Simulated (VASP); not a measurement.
Wanted: the native input for a VASP 6.6.1 run.

```yaml
Task: single point
Functional: PBEsol
Potentials_or_basis: VASP PAW PBE potentials, release 64 (Re, Cu)
Cutoff: 520 eV
k_mesh: 3 × 2 × 3
Occupations: fermi-dirac, width 0.1 eV
Spin: no spin polarisation
Dipole_correction: no
Further_INCAR_settings: ALGO = Normal; EDIFF = 1e-06; NBANDS = 60
```

The structure of CuRe12 (a cell with a defect) lies in POSCAR:

```
CuRe12
1.0
    5.5200000000      0.0000000000      0.0000000000
   -4.1400000000      7.1706900000      0.0000000000
    0.0000000000      0.0000000000      4.4574000000
Re Cu
12 1
Direct
   -0.0108137301     -0.0048530895     -0.1000807646
    0.1703766413      0.2279418020      0.5107461749
    0.0303055595      0.3421706977      0.0337192085
    0.1549535734      0.5403245713      0.4868084534
   -0.0601015319      0.6243332232      0.0461704132
    0.1531085374      0.9332993059      0.3606586799
    0.6110842463      0.0491026665      0.0635347961
    0.6642723546      0.2055032361      0.5503432494
    0.4631628138      0.3041687759      0.0544712164
    0.6691730860      0.5401293320      0.5263157895
    0.4987777474      0.6815104265      0.0209987885
    0.6667771274      0.8682149138      0.4473235518
    0.2879848788      0.8297527853      0.7633822408
```

These files were run (other wordings do the same):

INCAR

```
SYSTEM = CuRe12
ALGO = Normal
EDIFF = 1E-6
ENCUT = 520
GGA = PS
ISIF = 2
ISMEAR = -1
LASPH = .TRUE.
LCHARG = .FALSE.
LREAL = .FALSE.
LWAVE = .FALSE.
NBANDS = 60
NELM = 100
PREC = Accurate
SIGMA = 0.1
```

KPOINTS

```
k-points
0
G
  3 2 3
  0 0 0
```

Potentials or basis: VASP PAW PBE potentials, release 64 (Re, Cu).

Command:

```bash
$ cat potpaw_PBE.64/Re/POTCAR potpaw_PBE.64/Cu/POTCAR > POTCAR
$ mpirun -np 1 vasp_std > vasp.out
```

Results of the run:

```json
{
 "Pressure": "41.2 GPa",
 "Largest force": "4.264 eV/Å"
}
```

Caveat: the k points lie up to 0.47 Å⁻¹ apart; the PAW data sets were made with another functional, which shifts forces and pressure a little.

It took 15 min on 1 thread of Oxide Virtual Turin-like Processor, with other jobs on the host, peak memory 0.31 GiB.
